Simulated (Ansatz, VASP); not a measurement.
## Two plane-wave programs on KI

```
CELL_PARAMETERS angstrom
6.07963 0.00000 0.00000
0.00000 6.07963 0.00000
0.00000 0.00000 8.59790
ATOMIC_POSITIONS crystal
K 0.00000 0.00000 0.00000
K 0.50000 0.50000 0.00000
I 0.50000 0.00000 0.75000
I 0.00000 0.50000 0.25000
```

Change from the starting cell: ordered vacancies on the cation sites of antifluorite (P4/nmm, No. 129).

Alike in both runs: task single point; functional PBE; k mesh 4 × 4 × 2; occupations gaussian, width 0.1 eV; no spin polarisation.

|  | VASP | Ansatz |
| --- | --- | --- |
| version | VASP 6.6.1 | Ansatz 0.2.0 |
| potentials or method | VASP PAW PBE potentials, release 64 (K_sv, I), cutoff 520 eV | scalar-relativistic, plane waves, PAW |
| valence electrons in the cell | 32 | 52 |

```csv
,VASP,Ansatz,Ansatz less VASP
gap on the k mesh at the Fermi level (eV),3.46,3.47,+0.003
least direct gap on the mesh (eV),3.46,3.47,+0.003
pressure (GPa),-0.9,-0.9,0.00
"traceless stress, the component that is largest in VASP (GPa)",-0.80,-0.80,+0.001
rms of the force components (eV/Å),0.295,0.297,+0.0015
```

Atom by atom the forces differ by 0.001 eV/Å (rms over components). VASP's potentials hold 32 valence electrons a cell and Ansatz's 52, so a difference there can come from the potentials and not from the codes.

Spin-orbit coupling is off throughout.
